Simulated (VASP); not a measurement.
# AlN (P6_3mc) in VASP: a series of runs, part 2 of 2

VASP 6.6.1.

### 3 Relaxation of shape and atoms at fixed volume, PBE (volume scaled by 0.800)

INCAR reads:

```
SYSTEM = AlN
ALGO = Normal
EDIFF = 1E-6
EDIFFG = -0.01
ENCUT = 600
GGA = PE
IBRION = 2
ISIF = 4
ISMEAR = 0
LASPH = .True.
LCHARG = .False.
LREAL = .False.
LWAVE = .False.
NELM = 60
NSW = 60
PREC = Accurate
SIGMA = 0.05
```

KPOINTS reads:

```
k-points
0
Gamma
  10 10 6
  0 0 0
```

POSCAR reads:

```
AlN
1.0
    2.9262791231      0.0000000000      0.0000000000
   -1.4631395616      2.5342320591      0.0000000000
    0.0000000000      0.0000000000      4.5934827463
Al N
2 2
Direct
    0.3333333333      0.6666666667     -0.0039983851
    0.6666666667      0.3333333333      0.4960016149
    0.3333333333      0.6666666667      0.3839983851
    0.6666666667      0.3333333333      0.8839983851
```

Potentials or basis: VASP PAW PBE potentials, release 64 (Al, N).

Run with:

```sh
$ cat potpaw_PBE.64/Al/POTCAR potpaw_PBE.64/N/POTCAR > POTCAR
$ mpirun -np 1 vasp_std > vasp.out
```

OUTCAR:

```text
SYSTEM = AlN
   EDIFF = 1E-6
   EDIFFG = -0.01
   ENCUT = 600
   GGA = PE
   IBRION = 2
   ISIF = 4
   ISMEAR = 0
   LASPH = .True.
   LREAL = .False.
   NELM = 60
   NSW = 60
   PREC = Accurate

 ion  position               nearest neighbor table
   1  0.333  0.667  0.996-   4 1.77   4 1.77   4 1.77   3 1.78   2 2.85   2 2.85   2 2.85   2 2.85
                             2 2.85   2 2.85
   2  0.667  0.333  0.496-   3 1.77   3 1.77   3 1.77   4 1.78   1 2.85   1 2.85   1 2.85   1 2.85
                             1 2.85   1 2.85
   3  0.333  0.667  0.384-   2 1.77   2 1.77   2 1.77   1 1.78
   4  0.667  0.333  0.884-   1 1.77   1 1.77   1 1.77   2 1.78

  LATTYP: Found a hexagonal cell.
 ALAT       =     2.9262791231
 C/A-ratio  =     1.5697349956

  Lattice vectors:

 A1 = (   2.9262791231,   0.0000000000,   0.0000000000)
 A2 = (  -1.4631395616,   2.5342320591,   0.0000000000)
 A3 = (   0.0000000000,   0.0000000000,   4.5934827463)

Analysis of symmetry for initial positions (statically):
=====================================================================
 Subroutine PRICEL returns:
 Original cell was already a primitive cell.

 Routine SETGRP: Setting up the symmetry group for a
 hexagonal supercell.

 Subroutine GETGRP returns: Found 12 space group operations
 (whereof  6 operations were pure point group operations)
 out of a pool of 24 trial point group operations.
[... 474 lines left out ...]

 number of electron      16.0000004 magnetization

 Free energy of the ion-electron system (eV)
  ---------------------------------------------------
  ext. energy  EPLUGINS =         0.00000000
  ---------------------------------------------------
  free energy    TOTEN  =       -28.33131662 eV

  energy without entropy =      -28.33131662  energy(sigma->0) =      -28.33131662

 E-fermi :   8.9460     XC(G=0): -11.8326

 val. band max:        8.7213828016   @ k =   0.0000   0.0000   0.0000
 cond. band min:      13.8497245693   @ k =   0.3000   0.3000   0.0000
 fundamental gap:      5.1283417678
 Fermi energy:         8.9459846008

 k-point     1 :       0.0000    0.0000    0.0000
  band No.  band energies     occupation
      1      -8.2258      2.00000
      2      -5.1309      2.00000
      3       1.4854      2.00000
      4       7.0393      2.00000
      5       7.0393      2.00000
      6       7.8840      2.00000
      7       7.8840      2.00000
      8       8.7214      2.00000
      9      14.4333      0.00000
     10      16.4838      0.00000
     11      20.4859      0.00000
     12      20.4859      0.00000
[... 331 lines left out ...]
 k-point    24 :       0.4000    0.1000    0.1667
  band No.  band energies     occupation
      1      -5.6886      2.00000
      2      -4.7249      2.00000
      3       2.0536      2.00000
      4       3.4158      2.00000
      5       4.7685      2.00000
      6       5.6096      2.00000
      7       6.7707      2.00000
      8       7.1757      2.00000
      9      14.6524      0.00000
     10      15.4235      0.00000
     11      18.7441      0.00000
     12      19.6354      0.00000

 [... further k-points ...]

------------------------ aborting loop because EDIFF is reached ----------------------------------------

  FORCE on cell =-STRESS in cart. coord.  units (eV):
  Direction    XX          YY          ZZ          XY          YZ          ZX
  --------------------------------------------------------------------------------------
  -------------------------------------------------------------------------------------
  Total       13.7020418     13.7020418     13.7300368     -0.0000000      0.0000000      0.0000000
  in kB      644.4535965    644.4535963    645.7702962     -0.0000001      0.0000000      0.0000000
  external PRESSURE =     644.8924963 kB  Pullay stress =       0.0000000 kB
[... 19 lines left out ...]
  FREE ENERGIE OF THE ION-ELECTRON SYSTEM (eV)
  ---------------------------------------------------
  free  energy   TOTEN  =       -28.3313166244 eV

  energy  without entropy=      -28.3313166244  energy(sigma->0) =      -28.33131662

 reached required accuracy - stopping structural energy minimisation
```

OSZICAR:

```text
N       E                     dE             d eps       ncg     rms          rms(c)
DAV:   1     0.625896324093E+02    0.62590E+02   -0.86670E+03  1344   0.137E+03
DAV:   2    -0.301414798068E+02   -0.92731E+02   -0.85578E+02  1924   0.272E+02
[... 55 lines left out ...]
   8 F= -.28331303E+02 E0= -.28331303E+02  d E =-.875311E-04
       N       E                     dE             d eps       ncg     rms          rms(c)
DAV:   1    -0.283316418932E+02   -0.33875E-03   -0.67714E-02  1344   0.250E+00    0.107E-01
DAV:   2    -0.283314397380E+02    0.20216E-03   -0.56925E-04  1612   0.246E-01    0.609E-02
DAV:   3    -0.283313157083E+02    0.12403E-03   -0.16918E-04  1640   0.118E-01    0.437E-03
DAV:   4    -0.283313166244E+02   -0.91617E-06   -0.93395E-06  1492   0.305E-02
   9 F= -.28331317E+02 E0= -.28331317E+02  d E =-.100797E-03
```

CONTCAR:

```text
AlN
   1.00000000000000
     2.9501828206249452   -0.0000000001396417    0.0000000000000000
    -1.4750914104838142    2.5549332681381554    0.0000000000000000
    -0.0000000000000000    0.0000000000000000    4.5193474138886627
  Al              N
     2     2
Direct
     0.3333333332999970    0.6666666667000030    0.9919155531350892
     0.6666666667000030    0.3333333332999970    0.4919155531350891
     0.3333333332999970    0.6666666667000030    0.3880844468649135
     0.6666666667000030    0.3333333332999970    0.8880844468649134

  0.00000000E+00  0.00000000E+00  0.00000000E+00
  0.00000000E+00  0.00000000E+00  0.00000000E+00
  0.00000000E+00  0.00000000E+00  0.00000000E+00
  0.00000000E+00  0.00000000E+00  0.00000000E+00
```

Run time: 57 s. Hardware: 1 thread of Intel Xeon Platinum 8375C at 2.90GHz (Ice Lake), shared host; peak memory 0.16 GiB.

Results:

```yaml
Free_energy: -28.3313 eV
Energy_gained_by_relaxing: 1.0 meV/atom
Ionic_steps: 9
Pressure_after_relaxing: 64.5 GPa
Band_gap_on_the_k_mesh: 5.13 eV, indirect (least direct gap 5.71 eV)
```

The path:
```tsv
step	energy change (eV)	largest force (eV/Å)	pressure (GPa)	volume (Å³)
1	0.0000	0.0520	65.70	34.06
2	-0.0013	0.0676	65.53	34.06
3	-0.0029	0.1197	65.03	34.06
4	-0.0035	0.0669	64.94	34.06
5	-0.0038	0.0023	64.81	34.06
6	-0.0038	0.0097	64.79	34.06
7	-0.0039	0.0089	64.76	34.06
8	-0.0039	0.0058	64.67	34.06
9	-0.0039	0.0015	64.49	34.06
```

Final structure:
```
CELL_PARAMETERS angstrom
2.95018 0.00000 0.00000
-1.47509 2.55493 0.00000
0.00000 0.00000 4.51935
ATOMIC_POSITIONS crystal
Al 0.33333 0.66667 0.99192
Al 0.66667 0.33333 0.49192
N 0.33333 0.66667 0.38808
N 0.66667 0.33333 0.88808
```

Caveat: the cell differs from its parent crystal (volume scaled by 0.800). A k mesh can miss the band edges.

### 4 Relaxation of shape and atoms at fixed volume, PBE (volume scaled by 0.880)

INCAR reads:

```
SYSTEM = AlN
ALGO = Normal
EDIFF = 1E-7
EDIFFG = -0.01
ENCUT = 600
GGA = PE
IBRION = 2
ISIF = 4
ISMEAR = 0
LASPH = .TRUE.
LCHARG = .FALSE.
LREAL = .FALSE.
LWAVE = .FALSE.
NELM = 60
NSW = 60
PREC = Accurate
SIGMA = 0.05
```

KPOINTS reads:

```
k-points
0
G
  10 10 6
  0 0 0
```

POSCAR reads:

```
AlN
1.0
    3.0060952364      0.0000000000      0.0000000000
   -1.5030476182      2.6033548409      0.0000000000
    0.0000000000      0.0000000000      4.7880734251
Al N
2 2
Direct
    0.3333333333      0.6666666667     -0.0017129651
    0.6666666667      0.3333333333      0.4982870349
    0.3333333333      0.6666666667      0.3817129651
    0.6666666667      0.3333333333      0.8817129651
```

Run with:

```sh
$ cat potpaw_PBE.64/Al/POTCAR potpaw_PBE.64/N/POTCAR > POTCAR
$ mpirun -np 1 vasp_std > vasp.out
```

Run time: 49 s. Hardware: 1 thread of Intel Xeon Platinum 8375C at 2.90GHz (Ice Lake), shared host; peak memory 0.16 GiB.

The run converged. Its results:

- Free energy: -29.3352 eV
- Energy gained by relaxing: 0.1 meV/atom
- Ionic steps: 5
- Pressure after relaxing: 31.2 GPa
- Band gap on the k mesh: 5.11 eV, direct

The path:
```
step  energy change (eV)  largest force (eV/Å)  pressure (GPa)  volume (Å³)
   1              0.0000                0.0255           31.29        37.47
   2             -0.0003                0.0334           31.23        37.47
   3             -0.0004                0.0408           31.19        37.47
   4             -0.0005                0.0159           31.15        37.47
   5             -0.0006                0.0002           31.16        37.47
```

Final structure:
```xyz
4
Lattice="3.0113 0.0000 0.0000 -1.5056 2.6079 0.0000 0.0000 0.0000 4.7716" Properties=species:S:1:pos:R:3 pbc="T T T"
Al    0.0000    1.7386    4.7596
Al    1.5056    0.8693    2.3738
N     0.0000    1.7386    1.8252
N     1.5056    0.8693    4.2110
```

Levels at points of the mesh, in eV from the valence-band top:
```
           k point  band 5  band 6  band 7  band 8  band 9  band 10  band 11  band 12
(0.00, 0.00, 0.00)   -1.08   -0.37   -0.37    0.00    5.11     7.45    11.52    11.74
(0.50, 0.00, 0.00)   -3.68   -2.39   -2.00   -0.82    6.04     6.06     9.04    11.00
(0.00, 0.00, 0.50)   -0.74   -0.74   -0.74   -0.74    7.32     7.32    11.20    11.20
(0.50, 0.00, 0.50)   -1.70   -1.70   -1.50   -1.50    5.63     5.63     9.84     9.84
```

Caveat: the cell differs from its parent crystal (volume scaled by 0.880).

### 5 Relaxation of shape and atoms at fixed volume, PBE (volume scaled by 0.920)

INCAR reads:

```
PREC = Accurate
ENCUT = 600
EDIFF = 1E-6
ISMEAR = 0
SIGMA = 0.05
LREAL = F
LASPH = T
NELM = 100
ALGO = Normal
ISIF = 4
LWAVE = F
LCHARG = F
GGA = PE
IBRION = 2
NSW = 60
EDIFFG = -0.01
```

KPOINTS reads:

```
regular mesh
0
Gamma
  10 10 6
```

POSCAR reads:

```
AlN
1.0
    3.0472040594      0.0000000000      0.0000000000
   -1.5236020297      2.6389561260      0.0000000000
    0.0000000000      0.0000000000      4.8715633135
Al N
2 2
Direct
    0.3333333333      0.6666666667     -0.0011045629
    0.6666666667      0.3333333333      0.4988954371
    0.3333333333      0.6666666667      0.3811045629
    0.6666666667      0.3333333333      0.8811045629
```

Run with:

```sh
$ cat potpaw_PBE.64/Al/POTCAR potpaw_PBE.64/N/POTCAR > POTCAR
$ mpirun -np 1 vasp_std > vasp.out
```

Wall time 30 s (1 thread of Intel Xeon Platinum 8375C at 2.90GHz (Ice Lake), shared host); peak memory 0.17 GiB.

Results (log left out):

| Item | Value |
| --- | --- |
| Free energy | -29.5995 eV |
| Energy gained by relaxing | 0.1 meV/atom |
| Ionic steps | 3 |
| Pressure after relaxing | 18.5 GPa |
| Band gap on the k mesh | 4.74 eV, direct |

The path:
```tsv
step	energy change (eV)	largest force (eV/Å)	pressure (GPa)	volume (Å³)
1	0.0000	0.0279	18.61	39.17
2	-0.0002	0.0142	18.56	39.17
3	-0.0003	0.0005	18.52	39.17
```

Final structure:
```cif
data_structure
_symmetry_space_group_name_H-M 'P 1'
_symmetry_Int_Tables_number 1
_cell_length_a 3.0507
_cell_length_b 3.0507
_cell_length_c 4.8603
_cell_angle_alpha 90.000
_cell_angle_beta 90.000
_cell_angle_gamma 120.000
_cell_volume 39.17
loop_
_atom_site_label
_atom_site_type_symbol
_atom_site_fract_x
_atom_site_fract_y
_atom_site_fract_z
_atom_site_occupancy
Al1 Al 0.33333 0.66667 0.99831 1
Al2 Al 0.66667 0.33333 0.49831 1
N1 N 0.33333 0.66667 0.38169 1
N2 N 0.66667 0.33333 0.88169 1
```

Levels at points of the mesh, in eV from the valence-band top:
```tsv
k point	band 5	band 6	band 7	band 8	band 9	band 10	band 11	band 12
(0.00, 0.00, 0.00)	-0.97	-0.29	-0.29	0.00	4.74	7.14	11.14	11.52
(0.50, 0.00, 0.00)	-3.53	-2.25	-1.90	-0.76	5.95	5.97	8.70	10.71
(0.00, 0.00, 0.50)	-0.64	-0.64	-0.64	-0.64	6.98	6.98	10.84	10.84
(0.50, 0.00, 0.50)	-1.59	-1.59	-1.44	-1.44	5.51	5.51	9.61	9.61
```

Caveat: the cell differs from its parent crystal (volume scaled by 0.920). A k mesh can miss the band edges.

### 6 The runs side by side

| task | cell | cutoff (eV) | gap on the mesh (eV) | pressure (GPa) |
| --- | --- | --- | --- | --- |
| single point | a = 3.169, b = 3.169, c = 5.091 Å, angles 90.0, 90.0, 120.0°, 4 atoms | 520 | 3.72 | -7.3 |
| relaxation of shape and atoms at fixed volume | relaxed from a = 2.926, b = 2.926, c = 4.593 Å, angles 90.0, 90.0, 120.0°, 4 atoms | 600 | 5.13 | 64.5 |
| relaxation of shape and atoms at fixed volume | relaxed from a = 3.006, b = 3.006, c = 4.788 Å, angles 90.0, 90.0, 120.0°, 4 atoms | 600 | 5.11 | 31.2 |
| relaxation of shape and atoms at fixed volume | relaxed from a = 3.047, b = 3.047, c = 4.872 Å, angles 90.0, 90.0, 120.0°, 4 atoms | 600 | 4.74 | 18.5 |

Alike in all rows: level PBE; potentials or basis VASP PAW PBE potentials, release 64 (Al, N); no spin polarisation; k mesh 10 × 10 × 6; smearing gaussian 0.05 eV.

Absolute energies hang on the potentials; compare differences alone.
